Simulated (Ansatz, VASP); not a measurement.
## Rh: VASP beside Ansatz

```
Rh
1.0
     0.00000    1.91488    1.91488
     1.91488    0.00000    1.91488
     1.91488    1.91488    0.00000
Rh
1
Direct
  0.50000 0.50000 0.50000
```

Alike in both runs: functional PBE; k mesh 24 × 24 × 24; occupations gaussian, width 0.1 eV; no spin polarisation.

Ansatz relaxed the structure, and its values are those at the end. VASP's run is a single point on that final structure, the one shown.

|  | VASP | Ansatz |
| --- | --- | --- |
| version | VASP 6.6.1 | Ansatz 0.2.0 |
| potentials or method | VASP PAW PBE potentials, release 64 (Rh_pv), cutoff 520 eV | scalar-relativistic, plane waves, PAW |
| valence electrons in the cell | 15 | 17 |

```csv
,VASP,Ansatz,Ansatz less VASP
gap on the k mesh at the Fermi level (eV),none,none,-
pressure (GPa),0.2,0.0,-0.17
```

A gap of «none» marks a metal or a gap that the smearing closes. The functional is the same, so the differences come from potentials, cutoffs and numerics. VASP's potentials hold 15 valence electrons a cell and Ansatz's 17, so a difference there can come from the potentials and not from the codes.
